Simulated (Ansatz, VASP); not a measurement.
## Two plane-wave programs on Ag

```xyz
1
Lattice="0.0000 1.9614 1.8797 1.9614 0.0000 1.8797 1.9614 1.9614 0.0000" Properties=species:S:1:pos:R:3 pbc="T T T"
Ag    0.0000    0.0000    0.0000
```

Change from the starting cell: strain -0.040 along x and y, -0.080 along z, atoms carried along.

Alike in both runs: task single point; functional PBE; k mesh 20 × 20 × 20; occupations gaussian, width 0.15 eV; no spin polarisation.

```csv
,VASP,Ansatz
version,VASP 6.6.1,Ansatz 0.2.0
potentials or method,"VASP PAW PBE potentials, release 64 (Ag), cutoff 520 eV","scalar-relativistic, plane waves, PAW"
valence electrons in the cell,11,19
```

```tsv
	VASP	Ansatz	Ansatz less VASP
gap on the k mesh at the Fermi level (eV)	none	none	-
pressure (GPa)	34.6	35.1	+0.48
traceless stress, the component that is largest in VASP (GPa)	1.62	1.63	+0.010
```

A gap of «none» marks a metal or a gap that the smearing closes. Both programs put the cell under a high pressure, so it lies far from rest at this level. With one functional, cell and mesh, what is left measures potentials, basis and numerics. VASP's potentials hold 11 valence electrons a cell and Ansatz's 19, so a difference there can come from the potentials and not from the codes.
